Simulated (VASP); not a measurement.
A run of VASP 6.6.1:

INCAR

```
SYSTEM = Tl
PREC     = Accurate       ! precision mode
ENCUT    = 520            ! plane-wave cutoff, eV
EDIFF    = 1E-6           ! SCF threshold, eV
ISMEAR   = -1             ! smearing method
SIGMA    = 0.1            ! smearing width, eV
LREAL    = .FALSE.        ! projectors in reciprocal space
LASPH    = .TRUE.         ! aspherical terms in the spheres
NELM     = 80             ! most SCF steps
ALGO     = Normal         ! electronic algorithm
ISIF     = 2              ! what is computed and relaxed
LWAVE    = .FALSE.        ! write WAVECAR
LCHARG   = .FALSE.        ! write CHGCAR
GGA      = RP             ! functional
NBANDS   = 20             ! bands
```

KPOINTS

```
Automatic mesh
0
G
  16 16 9
  0 0 0
```

POSCAR

```
Tl
1.0
    3.8320212364      0.0000000000      0.0000000000
   -1.9160106182      3.3186277386      0.0000000000
    0.0000000000      0.0000000000      5.9587011883
Tl
2
Direct
    0.3333333333      0.6666666667      0.2500000000
    0.6666666667      0.3333333333      0.7500000000
```

Potentials or basis: VASP PAW PBE potentials, release 64 (Tl_d).

Run with:

```sh
$ cat potpaw_PBE.64/Tl_d/POTCAR > POTCAR
$ mpirun -np 1 vasp_std > vasp.out
```

Hardware: 1 thread of Intel(R) Xeon(R) Platinum 8375C CPU @ 2.90GHz (Ice Lake), on a shared host.

Task: How long does it take, and how much memory?

Result: Run time: 2.8 min on 1 thread of Intel(R) Xeon(R) Platinum 8375C CPU @ 2.90GHz (Ice Lake), on a shared host, peak memory 0.32 GiB. Counts: scf iterations 11, k points 150.
